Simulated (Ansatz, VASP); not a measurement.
**TiSi2: VASP beside Ansatz**

Contents of INCAR:

```
SYSTEM = TiSi2
  PREC = Accurate
  ENCUT = 520
  EDIFF = 1E-6
  ISMEAR = 0
  SIGMA = 0.15
  LREAL = .False.
  LASPH = .True.
  NELM = 100
  ALGO = Normal
  ISIF = 2
  LWAVE = .False.
  LCHARG = .True.
  GGA = PS
  LELF = .True.
  LVHAR = .True.
  NBANDS = 29
```

Contents of KPOINTS:

```
regular mesh
0
Gamma
  14 14 14
  0 0 0
```

File POSCAR:

```
TiSi2
1.0
    1.7585248000     -6.6741239435     -0.0659446800
    1.7585248000      6.6741239435     -0.0659446800
   -0.1333355693      0.0000000000      3.5556151813
Ti Si
2 4
Direct
    0.8975172580      0.1024827420      0.7500000000
    0.1024827420      0.8975172580      0.2500000000
    0.5599863193      0.4400136807      0.7500000000
    0.4400136807      0.5599863193      0.2500000000
    0.2497198030      0.7502801970      0.7500000000
    0.7502801970      0.2497198030      0.2500000000
```

Input for Ansatz:

```yaml
crystal:
  lattice:
    - [1.7585248, -6.6741239435, -0.06594468]
    - [1.7585248, 6.6741239435, -0.06594468]
    - [-0.1333355693, 0.0, 3.5556151813]
  atoms:
    - { symbol: Ti, position: [0.897517258, 0.102482742, 0.75] }
    - { symbol: Ti, position: [0.102482742, 0.897517258, 0.25] }
    - { symbol: Si, position: [0.5599863193, 0.4400136807, 0.75] }
    - { symbol: Si, position: [0.4400136807, 0.5599863193, 0.25] }
    - { symbol: Si, position: [0.249719803, 0.750280197, 0.75] }
    - { symbol: Si, position: [0.750280197, 0.249719803, 0.25] }
basis:
  ecutwfc: 420
kpoints:
  mp_grid: { grid: [14, 14, 14] }
hamiltonian:
  xc: pbesol
scf:
  occupations: { method: gaussian, width: 0.15 }
output:
  forces: true
  stress: true
  eigenvalues: true
```

Change from the starting cell: strain -0.0750 x Voigt [0, 0, 0, 0, 1, 0], atoms carried along.

Alike in both runs: task single point; functional PBEsol; k mesh 14 × 14 × 14; occupations gaussian, width 0.15 eV; no spin polarisation.

|  | VASP | Ansatz |
| --- | --- | --- |
| version | VASP 6.6.1 | Ansatz 0.2.0 |
| potentials or method | VASP PAW PBE potentials, release 64 (Ti_sv, Si), cutoff 520 eV | scalar-relativistic, plane waves, PAW |
| valence electrons in the cell | 40 | 40 |

Ansatz gave:

| Property | Result |
| --- | --- |
| gap on the k mesh at the Fermi level (eV) | none |
| pressure (GPa) | 1.5 |
| traceless stress, the component that is largest in VASP (GPa) | 11.31 |
| rms of the force components (eV/Å) | 0.022 |

Task: Which values does VASP return?

Result: gap on the k mesh at the Fermi level (eV): none; pressure (GPa): 1.6; traceless stress, the component that is largest in VASP (GPa): 11.36; rms of the force components (eV/Å): 0.023.

VASP's potentials were made for PBE, not for PBEsol. Atom by atom the forces differ by 0.000 eV/Å (rms over components). A gap of «none» marks a metal or a gap that the smearing closes.
